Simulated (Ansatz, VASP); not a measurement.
**Two plane-wave programs on CsH**

```
CELL_PARAMETERS angstrom
3.81841 0.00000 0.00000
0.00000 3.81841 0.00000
0.00000 0.00000 3.81841
ATOMIC_POSITIONS crystal
Cs 0.00000 0.00000 0.00000
H 0.50000 0.50000 0.50000
```

Alike in both runs: functional r2SCAN; k mesh 10 × 10 × 10; occupations fermi-dirac, width 0.05 eV; no spin polarisation.

Ansatz relaxed the structure, and its values are those at the end. VASP's run is a single point on that final structure, the one shown.

|  | VASP | Ansatz |
| --- | --- | --- |
| version | VASP 6.6.1 | Ansatz 0.2.0 |
| potentials or method | VASP PAW PBE potentials, release 64 (Cs_sv, H) | PAW with Ansatz's default frozen-core files, scalar-relativistic |
| plane-wave cutoff (eV) | 520 | 500 |
| valence electrons in the cell | 10 | 10 |

```csv
,VASP,Ansatz,Ansatz less VASP
pressure (GPa),0.0,0.0,-0.06
```

VASP's potentials were made for PBE, not for r2SCAN. With one functional, cell and mesh, what is left measures potentials, basis and numerics.

Spin-orbit coupling is off throughout.
